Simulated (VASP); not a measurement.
# AlN (wurtzite type) (P6_3mc) in VASP: a series of runs

Runs on AlN (wurtzite type). Level: PBE. Tasks: single point, relaxation of shape and atoms at fixed volume.

Everything below comes from runs of VASP 6.6.1. Logs are shortened: lines on timing, memory, paths and dates and some standing lists are left out, and cuts for length are marked.

**1. The cell of the first run**

The structure is hexagonal, space group P6_3mc (No. 186). The conventional cell has a = 3.130 Å, b = 3.130 Å, c = 5.018 Å, α = 90.00°, β = 90.00°, γ = 120.00°. Within 2.5 Å of Al (site symmetry 3m) lie 4 N at 1.90 to 1.91 Å. Within 2.5 Å of N (site symmetry 3m) lie 4 Al at 1.90 to 1.91 Å.

**2. Single point, PBE**

INCAR reads:

```
SYSTEM = AlN
  PREC = Accurate
  ENCUT = 520
  EDIFF = 1E-6
  ISMEAR = -1
  SIGMA = 0.05
  LREAL = .False.
  LASPH = .True.
  NELM = 80
  ALGO = Normal
  ISIF = 2
  LWAVE = .False.
  LCHARG = .False.
  GGA = PE
  NBANDS = 16
```

KPOINTS reads:

```
regular mesh
0
Gamma
  13 13 7
  0 0 0
```

POSCAR reads:

```
AlN
1.0
    3.1301642077      0.0000000000      0.0000000000
   -1.5650821039      2.7108017219      0.0000000000
    0.0000000000      0.0000000000      5.0181068689
Al N
2 2
Direct
    0.3333333333      0.6666666667     -0.0027598285
    0.6666666667      0.3333333333      0.4972401715
    0.3333333333      0.6666666667      0.3787598285
    0.6666666667      0.3333333333      0.8787598285
```

Potentials or basis: VASP PAW PBE potentials, release 64 (Al, N).

Run with:

```console
$ cat potpaw_PBE.64/Al/POTCAR potpaw_PBE.64/N/POTCAR > POTCAR
$ mpirun -np 1 vasp_std > vasp.out
```

OUTCAR:

```text
SYSTEM = AlN
   PREC = Accurate
   ENCUT = 520
   EDIFF = 1E-6
   ISMEAR = -1
   LREAL = .False.
   LASPH = .True.
   NELM = 80
   ISIF = 2
   GGA = PE

 ion  position               nearest neighbor table
   1  0.333  0.667  0.997-   4 1.90   4 1.90   4 1.90   3 1.91   2 3.09   2 3.09   2 3.09   2 3.09
                             2 3.09   2 3.09
   2  0.667  0.333  0.497-   3 1.90   3 1.90   3 1.90   4 1.91   1 3.09   1 3.09   1 3.09   1 3.09
                             1 3.09   1 3.09
   3  0.333  0.667  0.379-   2 1.90   2 1.90   2 1.90   1 1.91
   4  0.667  0.333  0.879-   1 1.90   1 1.90   1 1.90   2 1.91

  LATTYP: Found a hexagonal cell.
 ALAT       =     3.1301642077
 C/A-ratio  =     1.6031449266

  Lattice vectors:

 A1 = (   3.1301642077,   0.0000000000,   0.0000000000)
 A2 = (  -1.5650821039,   2.7108017219,   0.0000000000)
 A3 = (   0.0000000000,   0.0000000000,   5.0181068689)

Analysis of symmetry for initial positions (statically):
=====================================================================
 Subroutine PRICEL returns:
 Original cell was already a primitive cell.

 Routine SETGRP: Setting up the symmetry group for a
 hexagonal supercell.

 Subroutine GETGRP returns: Found 12 space group operations
 (whereof  6 operations were pure point group operations)
 out of a pool of 24 trial point group operations.

The static configuration has the point symmetry C_3v.
 The point group associated with its full space group is C_6v.

Analysis of symmetry for dynamics (positions and initial velocities):
=====================================================================
 Subroutine PRICEL returns:
 Original cell was already a primitive cell.

 Routine SETGRP: Setting up the symmetry group for a
 hexagonal supercell.

 Subroutine GETGRP returns: Found 12 space group operations
 (whereof  6 operations were pure point group operations)
 out of a pool of 24 trial point group operations.

The dynamic configuration has the point symmetry C_3v.
 The point group associated with its full space group is C_6v.

 Subroutine INISYM returns: Found 12 space group operations
 (whereof  6 operations are pure point group operations),
[... 89 lines left out ...]
   NGXF,Y,Z  is equivalent  to a cutoff of  25.49, 25.49, 26.50 a.u.
 SYSTEM =  AlN
   PREC   = accura    normal or accurate (medium, high low for compatibility)
   ISTART =      0    job   : 0-new  1-cont  2-samecut
   ICHARG =      2    charge: 1-file 2-atom 10-const
   ISPIN  =      1    spin polarized calculation?
   LNONCOLLINEAR =      F non collinear calculations
   LSORBIT =      F    spin-orbit coupling
   LASPH  =      T    aspherical Exc in radial PAW
   ENCUT  =  520.0 eV  38.22 Ry    6.18 a.u.   5.82  5.82  9.33*2*pi/ulx,y,z
   NELM   =     80;   NELMIN=  2; NELMDL= -5     # of ELM steps
   EDIFF  = 0.1E-05   stopping-criterion for ELM
   LREAL  =      F    real-space projection
   EDIFFG = 0.1E-04   stopping-criterion for IOM
   NSW    =      0    number of steps for IOM
   IBRION =     -1    ionic relax: 0-MD 1-quasi-New 2-CG
   NFREE  =      0    steps in history (QN), initial steepest desc. (CG)
   ISIF   =      2    stress and relaxation
   ISYM   =      2    0-nonsym 1-usesym 2-fastsym
   POTIM  = 0.5000    time-step for ionic-motion
   TEBEG  =    0.0;   TEEND  =   0.0 temperature during run
   PSTRESS=    0.0 pullay stress
   NELECT =      16.0000    total number of electrons
   NUPDOWN=      -1.0000    fix difference up-down
   EMIN   =  10.00;   EMAX   =-10.00  energy-range for DOS
   EFERMI =   0.00;   METHOD = LEGACY
   ISMEAR =    -1;   SIGMA  =   0.05  broadening in eV -4-tet -1-fermi 0-gaus
   EFERMI_NEDOS =   21; number of points for ismear=-14 and -15
   IALGO  =     38    algorithm
   IMIX   =      4    mixing-type and parameters
     AMIX     =   0.40;   BMIX     =  1.00
     AMIX_MAG =   1.60;   BMIX_MAG =  1.00
  volume/ion in A,a.u.               =      10.64        71.84
  Fermi-wavevector in a.u.,A,eV,Ry     =   1.181354  2.232435 18.988240  1.395596
  Thomas-Fermi vector in A             =   2.317629
   LORBIT       =      0    0 simple, 1 ext, 2 COOP (PROOUT), +10 PAW based schemes
   GGA     = PE    functional components
   LHFCALC =     F    Hartree Fock is set to
   AEXX    =    0.0000 exact exchange contribution
   IVDW    =     0    specifies the selected vdW correction
   LEPSILON=     F    determine dielectric tensor
   LRPA    =     F    only Hartree local field effects (RPA)
 non-spin polarized calculation
  energy-cutoff  :      520.00
  volume of cell :       42.58
 maximum number of plane-waves:      1164
 NGX is ok and might be reduce to    24
   NGX = 11   NGY = 11   NGZ = 19

 number of electron      15.9999999 magnetization

 Free energy of the ion-electron system (eV)
  ---------------------------------------------------
  ext. energy  EPLUGINS =         0.00000000
  ---------------------------------------------------
  free energy    TOTEN  =       -29.78050903 eV

  energy without entropy =      -29.78050903  energy(sigma->0) =      -29.78050903

 E-fermi :   6.9082     XC(G=0): -10.8270

 val. band max:        5.9639296134   @ k =   0.0000   0.0000   0.0000
 cond. band min:      10.0077625091   @ k =   0.0000   0.0000   0.0000
 fundamental gap:      4.0438328958
 Fermi energy:         6.9081882532

 k-point     1 :       0.0000    0.0000    0.0000
  band No.  band energies     occupation
      1      -9.1032      2.00000
      2      -7.0206      2.00000
      3       0.0587      2.00000
      4       5.1194      2.00000
      5       5.1194      2.00000
      6       5.7618      2.00000
[... 433 lines left out ...]
      3       0.6346      2.00000
      4       3.9362      2.00000
      5       4.4383      2.00000
      6       4.8215      2.00000
[... 8 lines left out ...]
     15      18.3460      0.00000
     16      18.7666      0.00000

 [... further k-points ...]
[... 5 lines left out ...]
  --------------------------------------------------------------------------------------
  -------------------------------------------------------------------------------------
  Total       -0.0712340     -0.0712340     -0.0557929      0.0000000     -0.0000000      0.0000000
  in kB       -2.6803589     -2.6803589     -2.0993496      0.0000000     -0.0000000      0.0000000
  external PRESSURE =      -2.4866891 kB  Pullay stress =       0.0000000 kB

 VOLUME and BASIS-vectors are now :
 -----------------------------------------------------------------------------
  energy-cutoff  :      520.00
  volume of cell :       42.58
      direct lattice vectors                 reciprocal lattice vectors
     3.130164208  0.000000000  0.000000000     0.319472058  0.184447278  0.000000000
    -1.565082104  2.710801722  0.000000000     0.000000000  0.368894557  0.000000000
     0.000000000  0.000000000  5.018106869     0.000000000  0.000000000  0.199278339

 POSITION                                       TOTAL-FORCE (eV/Angst)
 -----------------------------------------------------------------------------------
     -0.00000      1.80720      5.00426        -0.000000      0.000000     -0.000123
      1.56508      0.90360      2.49520         0.000000      0.000000     -0.000123
     -0.00000      1.80720      1.90066         0.000000     -0.000000      0.000123
      1.56508      0.90360      4.40971        -0.000000      0.000000      0.000123
 -----------------------------------------------------------------------------------
    total drift:                               -0.000000     -0.000000      0.000529

  FREE ENERGIE OF THE ION-ELECTRON SYSTEM (eV)
  ---------------------------------------------------
  free  energy   TOTEN  =       -29.7805090328 eV

  energy  without entropy=      -29.7805090327  energy(sigma->0) =      -29.78050903
```

OSZICAR:

```text
N       E                     dE             d eps       ncg     rms          rms(c)
DAV:   1     0.416045531031E+02    0.41605E+02   -0.73390E+03  2688   0.894E+02
DAV:   2    -0.309852686442E+02   -0.72590E+02   -0.66529E+02  3736   0.186E+02
DAV:   3    -0.344353460363E+02   -0.34501E+01   -0.34411E+01  3368   0.426E+01
DAV:   4    -0.344565806207E+02   -0.21235E-01   -0.21233E-01  3424   0.376E+00
DAV:   5    -0.344568659203E+02   -0.28530E-03   -0.28530E-03  3392   0.439E-01    0.121E+01
DAV:   6    -0.297653591642E+02    0.46915E+01   -0.10687E+01  3232   0.236E+01    0.411E+00
DAV:   7    -0.297922843844E+02   -0.26925E-01   -0.65937E-01  2888   0.571E+00    0.292E+00
DAV:   8    -0.297852079553E+02    0.70764E-02   -0.62239E-02  3104   0.230E+00    0.623E-01
DAV:   9    -0.297799493091E+02    0.52586E-02   -0.12456E-02  3632   0.824E-01    0.252E-01
DAV:  10    -0.297805937450E+02   -0.64444E-03   -0.24061E-03  2912   0.307E-01    0.137E-01
DAV:  11    -0.297805060106E+02    0.87734E-04   -0.18512E-04  3248   0.104E-01    0.344E-02
DAV:  12    -0.297805092127E+02   -0.32021E-05   -0.12479E-05  3096   0.282E-02    0.719E-03
DAV:  13    -0.297805090328E+02    0.17991E-06   -0.45058E-06  3152   0.163E-02
   1 F= -.29780509E+02 E0= -.29780509E+02  d E =-.680000E-10
```

It took 73 s on 1 thread of Intel Xeon 8259CL, shared host; peak memory 0.18 GiB.

Results:

```yaml
Free_energy: -29.7805 eV
Pressure: -0.2 GPa
Band_gap_on_the_k_mesh: 4.04 eV
```

Caveat: an odd mesh through Γ misses points on the zone boundary, where band edges can lie.

**3. Relaxation of shape and atoms at fixed volume, PBE**

This run uses another cell than the first one, of 5.85 Å³/atom.

INCAR reads:

```
  PREC = Accurate
  ENCUT = 600
  EDIFF = 1E-6
  ISMEAR = -1
  SIGMA = 0.05
  LREAL = F
  LASPH = T
  NELM = 80
  ALGO = Normal
  ISIF = 4
  LWAVE = F
  LCHARG = F
  GGA = PE
  IBRION = 2
  NSW = 50
  EDIFFG = -0.005
```

KPOINTS reads:

```
regular mesh
0
Gamma
  13 13 7
```

POSCAR reads:

```
AlN
1.0
    2.5646101158      0.0000000000      0.0000000000
   -1.2823050579      2.2210175111      0.0000000000
    0.0000000000      0.0000000000      4.1114416959
Al N
2 2
Direct
    0.3333333333      0.6666666667     -0.0027598285
    0.6666666667      0.3333333333      0.4972401715
    0.3333333333      0.6666666667      0.3787598285
    0.6666666667      0.3333333333      0.8787598285
```

Potentials or basis: VASP PAW PBE potentials, release 64 (Al, N).

Run with:

```console
$ cat potpaw_PBE.64/Al/POTCAR potpaw_PBE.64/N/POTCAR > POTCAR
$ mpirun -np 1 vasp_std > vasp.out
```

It took 13 min on 1 thread of Intel Xeon 8259CL, shared host; peak memory 0.16 GiB.

The run converged. Its results:

```
Free energy                  : -19.2457 eV
Pressure after relaxing      : 303.7 GPa
Largest force after relaxing : 0.004 eV/Å
Band gap on the k mesh       : 4.15 eV (least direct gap 6.63 eV)
```

Forces in eV/Å, atoms in the order of the input:
```
Al   0.000  0.000 -0.004
Al   0.000  0.000 -0.004
N    0.000  0.000  0.004
N    0.000  0.000  0.004
```

Final structure:
```
Al N
1.0
     2.80278    0.00000    0.00000
    -1.40139    2.42728    0.00000
     0.00000    0.00000    3.44238
Al N
2 2
Direct
  0.33333 0.66667 0.93802
  0.66667 0.33333 0.43802
  0.33333 0.66667 0.43798
  0.66667 0.33333 0.93798
```

Levels at points of the mesh, in eV from the valence-band top:
```csv
k point,band 5,band 6,band 7,band 8,band 9,band 10,band 11,band 12
"(0.00, 0.00, 0.00)",-5.22,-2.99,-2.99,0.00,6.63,9.33,11.63,11.63
```

Caveat: a cell axis changed by over 15 % at a fixed basis, so the end point is rough; an odd mesh through Γ misses points on the zone boundary, where band edges can lie.

(Continued in part 2 of 2.)
